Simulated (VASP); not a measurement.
# TeMo2 (F-43m) in VASP: further runs

TeMo2 is run at these levels: PBE; tasks: single point.

Everything below comes from runs of VASP 6.6.1. Logs are shortened: lines on timing, memory, paths and dates and some standing lists are left out, and cuts for length are marked.

### 1 The cell of the first run

Symmetry: F-43m, No. 216, cubic system. Conventional cell: a = 6.232 Å, b = 6.232 Å, c = 6.232 Å, α = 90.00°, β = 90.00°, γ = 90.00°. Te (site symmetry -43m) has 10 Mo at 2.70 to 3.12 Å within 3.6 Å. Within 3.6 Å of Mo (site symmetry -43m) lie 4 Mo at 2.70 Å and 6 Te at 3.12 Å. Mo (site symmetry -43m) has 4 Te at 2.70 Å and 4 Mo at 2.70 Å within 3.6 Å.

### 2 Single point, PBE

File INCAR:

```
PREC = Accurate
ENCUT = 500
EDIFF = 1E-6
ISMEAR = 0
SIGMA = 0.2
LREAL = F
LASPH = T
NELM = 120
ALGO = Normal
ISIF = 2
LWAVE = F
LCHARG = T
GGA = PE
LELF = T
LVHAR = T
NBANDS = 24
GGA_COMPAT = F
```

File KPOINTS:

```
regular mesh
0
Gamma
  5 5 5
```

File POSCAR:

```
TeMo2
1.0
    0.0000000000      3.1159222326      3.1159222326
    3.1159222326      0.0000000000      3.1159222326
    3.1159222326      3.1159222326      0.0000000000
Te Mo
1 2
Direct
    0.5000000000      0.5000000000      0.5000000000
    0.0000000000      0.0000000000      0.0000000000
    0.2500000000      0.2500000000      0.2500000000
```

Potentials or basis: VASP PAW PBE potentials, release 64 (Te, Mo_sv).

Started as:

```
> cat potpaw_PBE.64/Te/POTCAR potpaw_PBE.64/Mo_sv/POTCAR > POTCAR
> mpirun -np 1 vasp_std > vasp.out
```

OUTCAR:

```text
PREC = Accurate
   ENCUT = 500
   EDIFF = 1E-6
   ISMEAR = 0
   LREAL = F
   LASPH = T
   NELM = 120
   ISIF = 2
   GGA = PE

 ion  position               nearest neighbor table
   1  0.500  0.500  0.500-   3 2.70   3 2.70   3 2.70   3 2.70   2 3.12   2 3.12   2 3.12   2 3.12
                             2 3.12   2 3.12
   2  0.000  0.000  0.000-   3 2.70   3 2.70   3 2.70   3 2.70   1 3.12   1 3.12   1 3.12   1 3.12
                             1 3.12   1 3.12
   3  0.250  0.250  0.250-   1 2.70   2 2.70   2 2.70   2 2.70   2 2.70   1 2.70   1 2.70   1 2.70

  LATTYP: Found a face centered cubic cell.
 ALAT       =     6.2318444652

  Lattice vectors:

 A1 = (   0.0000000000,   3.1159222326,   3.1159222326)
 A2 = (   3.1159222326,   0.0000000000,   3.1159222326)
 A3 = (   3.1159222326,   3.1159222326,   0.0000000000)

Analysis of symmetry for initial positions (statically):
=====================================================================
 Subroutine PRICEL returns:
 Original cell was already a primitive cell.

 Routine SETGRP: Setting up the symmetry group for a
 face centered cubic supercell.

 Subroutine GETGRP returns: Found 24 space group operations
 (whereof 24 operations were pure point group operations)
 out of a pool of 48 trial point group operations.

The static configuration has the point symmetry T_d .

Analysis of symmetry for dynamics (positions and initial velocities):
=====================================================================
 Subroutine PRICEL returns:
 Original cell was already a primitive cell.

 Routine SETGRP: Setting up the symmetry group for a
 face centered cubic supercell.

 Subroutine GETGRP returns: Found 24 space group operations
 (whereof 24 operations were pure point group operations)
 out of a pool of 48 trial point group operations.

The dynamic configuration has the point symmetry T_d .

 Subroutine INISYM returns: Found 24 space group operations
 (whereof 24 operations are pure point group operations),
 and found     1 'primitive' translations

----------------------------------------------------------------------------------------

                                     Primitive cell

  volume of cell :      60.5048

  direct lattice vectors                    reciprocal lattice vectors
     0.000000000  3.115922233  3.115922233    -0.160466136  0.160466136  0.160466136
     3.115922233  0.000000000  3.115922233     0.160466136 -0.160466136  0.160466136
     3.115922233  3.115922233  0.000000000     0.160466136  0.160466136 -0.160466136

  length of vectors
     4.406579481  4.406579481  4.406579481     0.277935500  0.277935500  0.277935500

  position of ions in fractional coordinates (direct lattice)
     0.500000000  0.500000000  0.500000000
     0.000000000  0.000000000  0.000000000
     0.250000000  0.250000000  0.250000000

  ion indices of the primitive-cell ions
   primitive index   ion index
                 1           1
                 2           2
                 3           3

----------------------------------------------------------------------------------------

 KPOINTS: regular mesh

Automatic generation of k-mesh.
 Grid dimensions read from file:
 generate k-points for:    5    5    5

 Generating k-lattice:

  Cartesian coordinates                     Fractional coordinates (reciprocal lattice)
    -0.032093227  0.032093227  0.032093227     0.200000000  0.000000000  0.000000000
     0.032093227 -0.032093227  0.032093227     0.000000000  0.200000000  0.000000000
     0.032093227  0.032093227 -0.032093227     0.000000000  0.000000000  0.200000000

  Length of vectors
     0.055587100  0.055587100  0.055587100

  Shift w.r.t. Gamma in fractional coordinates (k-lattice)
     0.000000000  0.000000000  0.000000000

 Subroutine IBZKPT returns following result:
 ===========================================

 Found     10 irreducible k-points:

 Following reciprocal coordinates:
            Coordinates               Weight
  0.000000  0.000000  0.000000      1.000000
  0.200000  0.000000  0.000000      8.000000
  0.400000  0.000000  0.000000      8.000000
  0.200000  0.200000  0.000000      6.000000
  0.400000  0.200000  0.000000     24.000000
 -0.400000  0.200000  0.000000     24.000000
 -0.200000  0.200000  0.000000     12.000000
  0.400000  0.400000  0.000000      6.000000
 -0.400000  0.400000  0.000000     12.000000
 -0.400000  0.400000  0.200000     24.000000
   k-points           NKPTS =     10   k-points in BZ     NKDIM =     10   number of bands    NBANDS=     24
   number of dos      NEDOS =    301   number of ions     NIONS =      3
   total plane-waves  NPLWV =  32768
   dimension x,y,z NGX =    32 NGY =   32 NGZ =   32
   dimension x,y,z NGXF=    64 NGYF=   64 NGZF=   64
   ions per type =               1   2
   NGX,Y,Z   is equivalent  to a cutoff of  12.07, 12.07, 12.07 a.u.
   NGXF,Y,Z  is equivalent  to a cutoff of  24.15, 24.15, 24.15 a.u.
 SYSTEM =  unknown system
   PREC   = accura    normal or accurate (medium, high low for compatibility)
   ISTART =      0    job   : 0-new  1-cont  2-samecut
   ICHARG =      2    charge: 1-file 2-atom 10-const
   ISPIN  =      1    spin polarized calculation?
   LNONCOLLINEAR =      F non collinear calculations
   LSORBIT =      F    spin-orbit coupling
   LASPH  =      T    aspherical Exc in radial PAW
   ENCUT  =  500.0 eV  36.75 Ry    6.06 a.u.   8.03  8.03  8.03*2*pi/ulx,y,z
   NELM   =    120;   NELMIN=  2; NELMDL= -5     # of ELM steps
   EDIFF  = 0.1E-05   stopping-criterion for ELM
   LREAL  =      F    real-space projection
   EDIFFG = 0.1E-04   stopping-criterion for IOM
   NSW    =      0    number of steps for IOM
   IBRION =     -1    ionic relax: 0-MD 1-quasi-New 2-CG
   NFREE  =      0    steps in history (QN), initial steepest desc. (CG)
   ISIF   =      2    stress and relaxation
   ISYM   =      2    0-nonsym 1-usesym 2-fastsym
   POTIM  = 0.5000    time-step for ionic-motion
   TEBEG  =    0.0;   TEEND  =   0.0 temperature during run
   PSTRESS=    0.0 pullay stress
   NELECT =      34.0000    total number of electrons
   NUPDOWN=      -1.0000    fix difference up-down
   EMIN   =  10.00;   EMAX   =-10.00  energy-range for DOS
   EFERMI =   0.00;   METHOD = LEGACY
   ISMEAR =     0;   SIGMA  =   0.20  broadening in eV -4-tet -1-fermi 0-gaus
   EFERMI_NEDOS =   21; number of points for ismear=-14 and -15
   IALGO  =     38    algorithm
   IMIX   =      4    mixing-type and parameters
     AMIX     =   0.40;   BMIX     =  1.00
     AMIX_MAG =   1.60;   BMIX_MAG =  1.00
  volume/ion in A,a.u.               =      20.17       136.10
  Fermi-wavevector in a.u.,A,eV,Ry     =   1.350946  2.552917 24.831367  1.825054
  Thomas-Fermi vector in A             =   2.478408
   LORBIT       =      0    0 simple, 1 ext, 2 COOP (PROOUT), +10 PAW based schemes
   GGA     = PE    functional components
   LHFCALC =     F    Hartree Fock is set to
   AEXX    =    0.0000 exact exchange contribution
   IVDW    =     0    specifies the selected vdW correction
   LEPSILON=     F    determine dielectric tensor
   LRPA    =     F    only Hartree local field effects (RPA)
 non-spin polarized calculation
 Gauss-broadening in eV      SIGMA  =   0.20
  energy-cutoff  :      500.00
  volume of cell :       60.50
 maximum number of plane-waves:      1552
   NGX = 17   NGY = 17   NGZ = 17

 number of electron      34.0000008 magnetization

 Free energy of the ion-electron system (eV)
  ---------------------------------------------------
  ext. energy  EPLUGINS =         0.00000000
  ---------------------------------------------------
  free energy    TOTEN  =       -23.75458702 eV

  energy without entropy =      -23.71459602  energy(sigma->0) =      -23.73459152

 E-fermi :  10.2287     XC(G=0): -11.6157

 val. band max:       10.1197988003   @ k =   0.4000   0.0000   0.0000
 cond. band min:      10.3549406337   @ k =  -0.4000   0.4000   0.2000
 fundamental gap:      0.2351418334
 Fermi energy:        10.2287122461

 k-point     1 :       0.0000    0.0000    0.0000
  band No.  band energies     occupation
      1     -50.6057      2.00000
      2     -49.9230      2.00000
      3     -24.7981      2.00000
      4     -24.7981      2.00000
      5     -24.7981      2.00000
      6     -24.0415      2.00000
[... 16 lines left out ...]
     23      13.5465      0.00000
     24      18.3687      0.00000

 k-point     2 :       0.2000    0.0000    0.0000
  band No.  band energies     occupation
      1     -50.5995      2.00000
      2     -49.9295      2.00000
      3     -24.8144      2.00000
      4     -24.8144      2.00000
      5     -24.7989      2.00000
      6     -24.0481      2.00000
[... 16 lines left out ...]
     23      13.8753      0.00000
     24      16.0241      0.00000

 k-point     3 :       0.4000    0.0000    0.0000
  band No.  band energies     occupation
      1     -50.5891      2.00000
      2     -49.9402      2.00000
      3     -24.8393      2.00000
      4     -24.8393      2.00000
      5     -24.8027      2.00000
      6     -24.0556      2.00000
[... 16 lines left out ...]
     23      13.8328      0.00000
     24      16.6656      0.00000

 k-point     4 :       0.2000    0.2000    0.0000
  band No.  band energies     occupation
      1     -50.5974      2.00000
      2     -49.9317      2.00000
      3     -24.8342      2.00000
      4     -24.8342      2.00000
      5     -24.7662      2.00000
      6     -24.0823      2.00000
[... 16 lines left out ...]
     23      13.8771      0.00000
     24      16.9486      0.00000

 k-point     5 :       0.4000    0.2000    0.0000
  band No.  band energies     occupation
      1     -50.5883      2.00000
      2     -49.9411      2.00000
      3     -24.8708      2.00000
      4     -24.8593      2.00000
      5     -24.7435      2.00000
      6     -24.1087      2.00000
[... 73 lines left out ...]
 k-point     8 :       0.4000    0.4000    0.0000
  band No.  band energies     occupation
      1     -50.5834      2.00000
      2     -49.9461      2.00000
      3     -24.8870      2.00000
      4     -24.8870      2.00000
      5     -24.7077      2.00000
      6     -24.1551      2.00000
[... 16 lines left out ...]
     23      14.6860      0.00000
     24      17.2829      0.00000

 k-point     9 :      -0.4000    0.4000    0.0000
  band No.  band energies     occupation
      1     -50.5812      2.00000
      2     -49.9484      2.00000
      3     -24.9059      2.00000
      4     -24.8852      2.00000
      5     -24.6986      2.00000
      6     -24.1580      2.00000
[... 16 lines left out ...]
     23      15.1712      0.00000
     24      17.4295      0.00000

 k-point    10 :      -0.4000    0.4000    0.2000
  band No.  band energies     occupation
      1     -50.5826      2.00000
      2     -49.9470      2.00000
      3     -24.9011      2.00000
      4     -24.8802      2.00000
      5     -24.7072      2.00000
      6     -24.1434      2.00000
[... 16 lines left out ...]
     23      15.5591      0.00000
     24      16.6717      0.00000

------------------------ aborting loop because EDIFF is reached ----------------------------------------

  FORCE on cell =-STRESS in cart. coord.  units (eV):
  Direction    XX          YY          ZZ          XY          YZ          ZX
  --------------------------------------------------------------------------------------
  -------------------------------------------------------------------------------------
  Total        0.0431588      0.0431588      0.0431588     -0.0000000      0.0000000      0.0000000
  in kB        1.1428523      1.1428523      1.1428523     -0.0000000      0.0000000      0.0000000
  external PRESSURE =       1.1428523 kB  Pullay stress =       0.0000000 kB

 VOLUME and BASIS-vectors are now :
 -----------------------------------------------------------------------------
  energy-cutoff  :      500.00
  volume of cell :       60.50
      direct lattice vectors                 reciprocal lattice vectors
     0.000000000  3.115922233  3.115922233    -0.160466136  0.160466136  0.160466136
     3.115922233  0.000000000  3.115922233     0.160466136 -0.160466136  0.160466136
     3.115922233  3.115922233  0.000000000     0.160466136  0.160466136 -0.160466136

 POSITION                                       TOTAL-FORCE (eV/Angst)
 -----------------------------------------------------------------------------------
      3.11592      3.11592      3.11592        -0.000000     -0.000000     -0.000000
      0.00000      0.00000      0.00000         0.000000      0.000000      0.000000
      1.55796      1.55796      1.55796         0.000000      0.000000      0.000000
 -----------------------------------------------------------------------------------
    total drift:                               -0.000000     -0.000000     -0.000000

  FREE ENERGIE OF THE ION-ELECTRON SYSTEM (eV)
  ---------------------------------------------------
  free  energy   TOTEN  =       -23.7545870161 eV

  energy  without entropy=      -23.7145960164  energy(sigma->0) =      -23.73459152
```

Run time: 12 s. Hardware: 1 thread of Intel Xeon Platinum 8559C (Emerald Rapids), shared host; peak memory 0.17 GiB.

Results:

| Item | Value |
| --- | --- |
| Free energy | -23.7546 eV |
| Pressure | 0.1 GPa |
| Band gap on the k mesh | 0.24 eV, indirect (least direct gap 0.51 eV) |

Caveat: spin-orbit coupling is left out, which moves the levels of the heavy elements. A k mesh can miss the band edges.

### 3 Single point, PBE

File INCAR:

```
PREC = Accurate ; ENCUT = 500
EDIFF = 1E-6 ; ISMEAR = 0
SIGMA = 0.2 ; LREAL = False
LASPH = True ; NELM = 120
ALGO = Normal ; ISIF = 2
LWAVE = False ; LCHARG = False
GGA = PE ; NBANDS = 24
GGA_COMPAT = False
```

KPOINTS is that of step 2.

File POSCAR:

```
TeMo2
1.0
    0.0000000000      3.1158417575      3.1158417575
    3.1158417575      0.0000000000      3.1158417575
    3.1158417575      3.1158417575      0.0000000000
Te Mo
1 2
Direct
    0.7500000000      0.7500000000      0.7500000000
    0.2500000000      0.2500000000      0.2500000000
    0.0000000000      0.0000000000      0.0000000000
```

Potentials or basis: VASP PAW PBE potentials, release 64 (Te, Mo_sv).

Started as:

```
> cat potpaw_PBE.64/Te/POTCAR potpaw_PBE.64/Mo_sv/POTCAR > POTCAR
> mpirun -np 1 vasp_std > vasp.out
```

Run time: 11 s. Hardware: 1 thread of Intel Xeon Platinum 8559C (Emerald Rapids), shared host; peak memory 0.18 GiB.

Results (log left out):

```yaml
Free_energy: -23.7546 eV
Pressure: 0.1 GPa
Band_gap_on_the_k_mesh: 0.24 eV, indirect (least direct gap 0.51 eV)
```

Levels at points of the mesh, in eV from the valence-band top:
| k point | band 15 | band 16 | band 17 | band 18 | band 19 | band 20 |
| --- | --- | --- | --- | --- | --- | --- |
| (0.00, 0.00, 0.00) | -0.98 | -0.98 | -0.98 | 0.65 | 2.71 | 2.71 |

Caveat: spin-orbit coupling is left out, which moves the levels of the heavy elements.
